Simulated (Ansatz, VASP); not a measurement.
Two plane-wave programs on Al

```
CELL_PARAMETERS angstrom
-1.61746 1.61746 -1.61746
-1.61746 -1.61746 1.61746
-0.97048 6.46985 6.46985
ATOMIC_POSITIONS crystal
Al 0.73750 0.73750 0.87500
Al 0.46250 0.46250 0.12500
Al 0.88750 0.88750 0.37500
Al 0.31250 0.31250 0.62500
```

Alike in both runs: task single point; functional PBE; k mesh 16 × 16 × 5; occupations gaussian, width 0.15 eV; no spin polarisation.

```csv
,VASP,Ansatz
version,VASP 6.6.1,Ansatz 0.2.0
potentials or method,"VASP PAW PBE potentials, release 64 (Al), cutoff 520 eV","scalar-relativistic, plane waves, PAW"
valence electrons in the cell,12,12
```

|  | VASP | Ansatz | Ansatz less VASP |
| --- | --- | --- | --- |
| gap on the k mesh at the Fermi level (eV) | none | none | - |
| pressure (GPa) | 2.9 | 2.8 | -0.01 |
| traceless stress, the component that is largest in VASP (GPa) | 3.59 | 3.59 | -0.001 |
| rms of the force components (eV/Å) | 0.710 | 0.709 | -0.0005 |

Atom by atom the forces differ by 0.001 eV/Å (rms over components). A gap of «none» marks a metal or a gap that the smearing closes.
